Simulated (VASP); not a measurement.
# Ir (Fm-3m) in VASP: further runs

Ir is run at these levels: PBEsol+D4, RPBE+D3(BJ), PBE; tasks: single point.

Everything below comes from runs of VASP 6.6.1. Logs are shortened: lines on timing, memory, paths and dates and some standing lists are left out, and cuts for length are marked.

**1. The cell of the first run**

The structure is cubic, space group Fm-3m (No. 225). Conventional cell: a = 3.811 Å, b = 3.811 Å, c = 3.811 Å, α = 90.00°, β = 90.00°, γ = 90.00°. Ir (site symmetry m-3m) has 12 Ir at 2.69 Å within 3.6 Å.

**2. Single point, PBEsol+D4**

The input, INCAR:

```
SYSTEM = Ir
PREC = Accurate
ENCUT = 520
EDIFF = 1E-6
ISMEAR = -1
SIGMA = 0.05
LREAL = .False.
LASPH = .True.
NELM = 60
ALGO = Normal
ISIF = 2
LWAVE = .False.
LCHARG = .False.
GGA = PS
IVDW = 13
NBANDS = 10
```

The input, KPOINTS:

```
Automatic mesh
0
Gamma
  12 12 12
  0 0 0
```

The input, POSCAR:

```
Ir
1.0
    0.0000000000      1.9055892653      1.9055892653
    1.9055892653      0.0000000000      1.9055892653
    1.9055892653      1.9055892653      0.0000000000
Ir
1
Direct
    0.0000000000      0.0000000000      0.0000000000
```

Potentials or basis: VASP PAW PBE potentials, release 64 (Ir).

Launch:

```
> cat potpaw_PBE.64/Ir/POTCAR > POTCAR
> mpirun -np 1 vasp_std > vasp.out
```

OUTCAR:

```text
SYSTEM = Ir
   PREC = Accurate
   ENCUT = 520
   EDIFF = 1E-6
   ISMEAR = -1
   LREAL = .False.
   LASPH = .True.
   NELM = 60
   ISIF = 2
   GGA = PS
   IVDW = 13

 ion  position               nearest neighbor table
   1  0.000  0.000  0.000-

  LATTYP: Found a face centered cubic cell.
 ALAT       =     3.8111785306

  Lattice vectors:

 A1 = (   0.0000000000,   1.9055892653,   1.9055892653)
 A2 = (   1.9055892653,   0.0000000000,   1.9055892653)
 A3 = (   1.9055892653,   1.9055892653,   0.0000000000)

Analysis of symmetry for initial positions (statically):
[... 5 lines left out ...]
 face centered cubic supercell.

 Subroutine GETGRP returns: Found 48 space group operations
 (whereof 48 operations were pure point group operations)
 out of a pool of 48 trial point group operations.

The static configuration has the point symmetry O_h .

Analysis of symmetry for dynamics (positions and initial velocities):
[... 5 lines left out ...]
 face centered cubic supercell.

 Subroutine GETGRP returns: Found 48 space group operations
 (whereof 48 operations were pure point group operations)
 out of a pool of 48 trial point group operations.

The dynamic configuration has the point symmetry O_h .

 Subroutine INISYM returns: Found 48 space group operations
 (whereof 48 operations are pure point group operations),
 and found     1 'primitive' translations

----------------------------------------------------------------------------------------

                                     Primitive cell

  volume of cell :      13.8394

  direct lattice vectors                    reciprocal lattice vectors
     0.000000000  1.905589265  1.905589265    -0.262386029  0.262386029  0.262386029
     1.905589265  0.000000000  1.905589265     0.262386029 -0.262386029  0.262386029
     1.905589265  1.905589265  0.000000000     0.262386029  0.262386029 -0.262386029

  length of vectors
     2.694910183  2.694910183  2.694910183     0.454465933  0.454465933  0.454465933

  position of ions in fractional coordinates (direct lattice)
     0.000000000  0.000000000  0.000000000

  ion indices of the primitive-cell ions
   primitive index   ion index
                 1           1

----------------------------------------------------------------------------------------

 KPOINTS: Automatic mesh

Automatic generation of k-mesh.
 Grid dimensions read from file:
 generate k-points for:   12   12   12

 Generating k-lattice:

  Cartesian coordinates                     Fractional coordinates (reciprocal lattice)
    -0.021865502  0.021865502  0.021865502     0.083333333  0.000000000  0.000000000
     0.021865502 -0.021865502  0.021865502     0.000000000  0.083333333  0.000000000
     0.021865502  0.021865502 -0.021865502     0.000000000  0.000000000  0.083333333

  Length of vectors
     0.037872161  0.037872161  0.037872161

  Shift w.r.t. Gamma in fractional coordinates (k-lattice)
     0.000000000  0.000000000  0.000000000

 Subroutine IBZKPT returns following result:
 ===========================================

 Found     72 irreducible k-points:

 Following reciprocal coordinates:
            Coordinates               Weight
  0.000000  0.000000  0.000000      1.000000
  0.083333  0.000000  0.000000      8.000000
  0.166667  0.000000  0.000000      8.000000
  0.250000  0.000000  0.000000      8.000000
  0.333333  0.000000  0.000000      8.000000
  0.416667  0.000000  0.000000      8.000000
[... 16 lines left out ...]
  0.500000  0.166667  0.000000     24.000000
 -0.416667  0.166667  0.000000     24.000000
 [... further k-points ...]
   k-points           NKPTS =     72   k-points in BZ     NKDIM =     72   number of bands    NBANDS=     10
   number of dos      NEDOS =    301   number of ions     NIONS =      1
   total plane-waves  NPLWV =   8000
   dimension x,y,z NGX =    20 NGY =   20 NGZ =   20
   dimension x,y,z NGXF=    40 NGYF=   40 NGZF=   40
   ions per type =               1
   NGX,Y,Z   is equivalent  to a cutoff of  12.34, 12.34, 12.34 a.u.
   NGXF,Y,Z  is equivalent  to a cutoff of  24.68, 24.68, 24.68 a.u.
 SYSTEM =  Ir
   PREC   = accura    normal or accurate (medium, high low for compatibility)
   ISTART =      0    job   : 0-new  1-cont  2-samecut
   ICHARG =      2    charge: 1-file 2-atom 10-const
   ISPIN  =      1    spin polarized calculation?
   LNONCOLLINEAR =      F non collinear calculations
   LSORBIT =      F    spin-orbit coupling
   LASPH  =      T    aspherical Exc in radial PAW
   ENCUT  =  520.0 eV  38.22 Ry    6.18 a.u.   5.01  5.01  5.01*2*pi/ulx,y,z
   NELM   =     60;   NELMIN=  2; NELMDL= -5     # of ELM steps
   EDIFF  = 0.1E-05   stopping-criterion for ELM
   LREAL  =      F    real-space projection
   EDIFFG = 0.1E-04   stopping-criterion for IOM
   NSW    =      0    number of steps for IOM
   IBRION =     -1    ionic relax: 0-MD 1-quasi-New 2-CG
   NFREE  =      0    steps in history (QN), initial steepest desc. (CG)
   ISIF   =      2    stress and relaxation
   ISYM   =      2    0-nonsym 1-usesym 2-fastsym
   POTIM  = 0.5000    time-step for ionic-motion
   TEBEG  =    0.0;   TEEND  =   0.0 temperature during run
   PSTRESS=    0.0 pullay stress
   NELECT =       9.0000    total number of electrons
   NUPDOWN=      -1.0000    fix difference up-down
   EMIN   =  10.00;   EMAX   =-10.00  energy-range for DOS
[... 5 lines left out ...]
     AMIX     =   0.40;   BMIX     =  1.00
     AMIX_MAG =   1.60;   BMIX_MAG =  1.00
  volume/ion in A,a.u.               =      13.84        93.39
  Fermi-wavevector in a.u.,A,eV,Ry     =   1.418349  2.680291 27.371020  2.011713
  Thomas-Fermi vector in A             =   2.539484
   LORBIT       =      0    0 simple, 1 ext, 2 COOP (PROOUT), +10 PAW based schemes
   GGA     = PS    functional components
   LHFCALC =     F    Hartree Fock is set to
   AEXX    =    0.0000 exact exchange contribution
   IVDW    =    13    specifies the selected vdW correction
   LEPSILON=     F    determine dielectric tensor
   LRPA    =     F    only Hartree local field effects (RPA)
 non-spin polarized calculation
  energy-cutoff  :      520.00
  volume of cell :       13.84
 maximum number of plane-waves:       388
   NGX =  9   NGY =  9   NGZ =  9

 number of electron       9.0000001 magnetization

 Free energy of the ion-electron system (eV)
  ---------------------------------------------------
  ext. energy  EPLUGINS =         0.00000000
  ---------------------------------------------------
  free energy    TOTEN  =        -9.83594789 eV

  energy without entropy =       -9.83132093  energy(sigma->0) =       -9.83363441

 E-fermi :  10.6707     XC(G=0): -14.2317

 val. band max:       10.6455855118   @ k =   0.3333   0.0833   0.0000
 cond. band min:      10.6710273278   @ k =  -0.2500   0.0833   0.0000
 fundamental gap:      0.0254418160
 Fermi energy:        10.6707438250

 k-point     1 :       0.0000    0.0000    0.0000
  band No.  band energies     occupation
      1      -0.7977      2.00000
      2       6.5943      2.00000
      3       6.5943      2.00000
      4       6.5943      2.00000
      5       9.4027      2.00000
      6       9.4027      2.00000
      7      24.9097      0.00000
      8      30.6112      0.00000
      9      30.6112      0.00000
     10      30.6112      0.00000

 k-point     2 :       0.0833    0.0000    0.0000
  band No.  band energies     occupation
      1      -0.4839      2.00000
      2       6.4285      2.00000
      3       6.7288      2.00000
      4       6.7288      2.00000
      5       9.3174      2.00000
      6       9.3174      2.00000
      7      25.4525      0.00000
      8      29.1466      0.00000
      9      31.1338      0.00000
     10      31.1338      0.00000

 k-point     3 :       0.1667    0.0000    0.0000
  band No.  band energies     occupation
      1       0.3757      2.00000
      2       6.0954      2.00000
      3       7.0024      2.00000
      4       7.0024      2.00000
      5       9.2342      2.00000
      6       9.2342      2.00000
      7      26.5295      0.00000
      8      27.0530      0.00000
      9      32.5939      0.00000
     10      32.5939      0.00000

 k-point     4 :       0.2500    0.0000    0.0000
  band No.  band energies     occupation
      1       1.4536      2.00000
      2       6.0636      2.00000
      3       7.0545      2.00000
      4       7.0545      2.00000
      5       9.5817      2.00000
      6       9.5817      2.00000
      7      24.4693      0.00000
      8      27.5278      0.00000
      9      34.5733      0.00000
     10      34.5770      0.00000

 k-point     5 :       0.3333    0.0000    0.0000
  band No.  band energies     occupation
      1       2.1274      2.00000
      2       6.8233      2.00000
      3       6.8233      2.00000
      4       6.9823      2.00000
      5      10.3998      1.99117
      6      10.3998      1.99117
      7      22.0382      0.00000
      8      26.1968      0.00000
      9      33.4896      0.00000
     10      33.4896      0.00000

 k-point     6 :       0.4167    0.0000    0.0000
  band No.  band energies     occupation
      1       2.2614      2.00000
      2       6.5822      2.00000
      3       6.5822      2.00000
      4       8.7108      2.00000
      5      11.2235      0.00003
      6      11.2235      0.00003
      7      19.4433      0.00000
      8      24.8753      0.00000
      9      31.3815      0.00000
     10      31.3815      0.00000
[... 183 lines left out ...]
 k-point    21 :       0.3333    0.1667    0.0000
  band No.  band energies     occupation
      1       2.6345      2.00000
      2       5.0395      2.00000
      3       6.6592      2.00000
      4       7.9467      2.00000
      5       9.9505      2.00000
      6      10.8286      0.08162
      7      24.5229      0.00000
      8      28.2812      0.00000
      9      29.8882      0.00000
     10      31.7054      0.00000

 k-point    22 :       0.4167    0.1667    0.0000
  band No.  band energies     occupation
      1       3.0721      2.00000
      2       5.6361      2.00000
      3       6.3585      2.00000
      4       7.7082      2.00000
      5      11.4891      0.00000
      6      11.8084      0.00000
      7      21.2592      0.00000
      8      26.9291      0.00000
      9      29.1666      0.00000
     10      31.3619      0.00000

 k-point    23 :       0.5000    0.1667    0.0000
  band No.  band energies     occupation
      1       3.1504      2.00000
      2       5.6688      2.00000
      3       7.1691      2.00000
      4       7.4603      2.00000
      5      11.6562      0.00000
      6      13.8725      0.00000
      7      18.3450      0.00000
      8      26.1782      0.00000
      9      29.1601      0.00000
     10      29.7213      0.00000

 k-point    24 :      -0.4167    0.1667    0.0000
  band No.  band energies     occupation
      1       3.2235      2.00000
      2       5.6945      2.00000
      3       7.3437      2.00000
      4       7.5167      2.00000
      5      11.1053      0.00034
      6      14.4793      0.00000
      7      18.0393      0.00000
      8      26.0207      0.00000
      9      28.3620      0.00000
     10      30.4245      0.00000

 [... further k-points ...]

------------------------ aborting loop because EDIFF is reached ----------------------------------------

  DFT-D4 for vdW energy calculation

  Edisp (eV):   -0.54936

  FORCE on cell =-STRESS in cart. coord.  units (eV):
  Direction    XX          YY          ZZ          XY          YZ          ZX
  --------------------------------------------------------------------------------------
  -------------------------------------------------------------------------------------
  Total       0.09728     0.09728     0.09728     0.00000     0.00000    -0.00000
  in kB      11.26198    11.26198    11.26198     0.00000     0.00000    -0.00000
  external pressure =       11.26 kB  Pullay stress =        0.00 kB

 VOLUME and BASIS-vectors are now :
 -----------------------------------------------------------------------------
  energy-cutoff  :      520.00
  volume of cell :       13.84
      direct lattice vectors                 reciprocal lattice vectors
     0.000000000  1.905589265  1.905589265    -0.262386029  0.262386029  0.262386029
     1.905589265  0.000000000  1.905589265     0.262386029 -0.262386029  0.262386029
     1.905589265  1.905589265  0.000000000     0.262386029  0.262386029 -0.262386029

 POSITION                                       TOTAL-FORCE (eV/Angst)
 -----------------------------------------------------------------------------------
      0.00000      0.00000      0.00000         0.000000      0.000000      0.000000
 -----------------------------------------------------------------------------------
    total drift:                               -0.000000     -0.000000     -0.000000

  FREE ENERGIE OF THE ION-ELECTRON SYSTEM (eV)
  ---------------------------------------------------
  free  energy   TOTEN  =       -10.3853098286 eV

  energy  without entropy=      -10.3806828765  energy(sigma->0) =      -10.38299635
```

Wall time 19 s (1 thread of AMD EPYC 7R13, shared host); peak memory 0.1 GiB.

What came out:

* Free energy: -10.3853 eV
* Pressure: 1.1 GPa
* Dispersion energy per atom: -0.549 eV

Caveat: the PAW data sets were made with another functional, which shifts forces and pressure a little; spin-orbit coupling is left out, which moves the levels of the heavy elements; pairwise dispersion overbinds metals, which lowers pressure and volume.

**3. Single point, RPBE+D3(BJ)**

This run uses another cell than the first one, of 12.97 Å³/atom, 0.937 times its volume.

The input, INCAR:

```
SYSTEM = Ir
PREC = Accurate
ENCUT = 520
EDIFF = 1E-6
ISMEAR = -1
SIGMA = 0.05
LREAL = .FALSE.
LASPH = .TRUE.
NELM = 60
ALGO = Normal
ISIF = 2
LWAVE = .FALSE.
LCHARG = .TRUE.
GGA = RP
IVDW = 12
LELF = .TRUE.
LVHAR = .TRUE.
NBANDS = 10
```

The input, KPOINTS:

```
Automatic mesh
0
G
  12 12 12
  0 0 0
```

The input, POSCAR:

```
Ir
1.0
    0.0000000000      1.8647022108      1.8647022108
    1.8647022108      0.0000000000      1.8647022108
    1.8647022108      1.8647022108      0.0000000000
Ir
1
Direct
    0.0000000000      0.0000000000      0.0000000000
```

Potentials or basis: VASP PAW PBE potentials, release 64 (Ir).

Launch:

```
> cat potpaw_PBE.64/Ir/POTCAR > POTCAR
> mpirun -np 1 vasp_std > vasp.out
```

Run time: 18 s. Hardware: 1 thread of AMD EPYC 7R13, shared host; peak memory 0.11 GiB.

Results (log left out):

* Free energy: -12.5187 eV
* Pressure: 1.0 GPa
* Dispersion energy per atom: -4.576 eV

Levels at points of the mesh, in eV from the Fermi level:
| k point | band 1 | band 2 | band 3 | band 4 | band 5 | band 6 | band 7 | band 8 |
| --- | --- | --- | --- | --- | --- | --- | --- | --- |
| (0.00, 0.00, 0.00) | -12.12 | -4.48 | -4.48 | -4.48 | -1.41 | -1.41 | 14.03 | 20.16 |
| (0.50, 0.00, 0.00) | -9.11 | -4.62 | -4.62 | -1.02 | 1.01 | 1.01 | 8.19 | 13.60 |
| (0.50, 0.50, 0.00) | -9.03 | -8.40 | 0.97 | 1.67 | 1.69 | 1.69 | 11.76 | 12.09 |

Caveat: the PAW data sets were made with another functional, which shifts forces and pressure a little; spin-orbit coupling is left out, which moves the levels of the heavy elements; pairwise dispersion overbinds metals, which lowers pressure and volume.

[end of part 1 of 2]
